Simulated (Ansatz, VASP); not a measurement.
**TiAl: VASP beside Ansatz**

INCAR

```
ALGO     = Fast           # electronic algorithm
EDIFF    = 1E-6           # SCF threshold, eV
ENCUT    = 520            # plane-wave cutoff, eV
GGA      = PS             # functional
ISIF     = 2              # what is computed and relaxed
ISMEAR   = 0              # smearing method
LASPH    = T              # aspherical terms in the spheres
LCHARG   = F              # write CHGCAR
LREAL    = F              # projectors in reciprocal space
LWAVE    = F              # write WAVECAR
NBANDS   = 14             # bands
NELM     = 100            # most SCF steps
PREC     = Accurate       # precision mode
SIGMA    = 0.15           # smearing width, eV
```

File KPOINTS:

```
k-points
0
Gamma
  24 24 14
```

Contents of POSCAR:

```
TiAl
1.0
    2.8478212847      0.0000000000      0.0000000000
   -1.4239106423      2.4662855780      0.0000000000
    0.0000000000      0.0000000000      4.6199447394
Ti Al
1 1
Direct
   -0.0199983972     -0.0399967943      0.0000000000
    0.3688117876      0.7376235751      0.5000000000
```

Input for Ansatz:

```yaml
crystal:
  lattice:
    - [2.8478212847, 0.0, 0.0]
    - [-1.4239106423, 2.466285578, 0.0]
    - [0.0, 0.0, 4.6199447394]
  atoms:
    - { symbol: Ti, position: [-0.0199983972, -0.0399967943, 0.0] }
    - { symbol: Al, position: [0.3688117876, 0.7376235751, 0.5] }
basis:
  ecutwfc: 420
kpoints:
  mp_grid: { grid: [24, 24, 14] }
hamiltonian:
  xc: pbesol
scf:
  occupations: { method: gaussian, width: 0.15 }
output:
  forces: true
  stress: true
  eigenvalues: true
```

Change from the starting cell: mode 4 (182.5 1/cm) frozen in, largest displacement +0.175 Å.

Alike in both runs: task single point; functional PBEsol; k mesh 24 × 24 × 14; occupations gaussian, width 0.15 eV; no spin polarisation.

```csv
,VASP,Ansatz
version,VASP 6.6.1,Ansatz 0.2.0
potentials or method,"VASP PAW PBE potentials, release 64 (Ti_sv, Al), cutoff 520 eV","scalar-relativistic, plane waves, PAW"
valence electrons in the cell,15,15
```

|  | VASP | Ansatz | Ansatz less VASP |
| --- | --- | --- | --- |
| gap on the k mesh at the Fermi level (eV) | none | none | - |
| pressure (GPa) | 0.7 | 0.5 | -0.12 |
| traceless stress, the component that is largest in VASP (GPa) | -5.13 | -5.09 | +0.041 |
| rms of the force components (eV/Å) | 0.211 | 0.211 | -0.0001 |

VASP's potentials were made for PBE, not for PBEsol. Atom by atom the forces differ by 0.000 eV/Å (rms over components). A gap of «none» marks a metal or a gap that the smearing closes. The functional is the same, so the differences come from potentials, cutoffs and numerics.
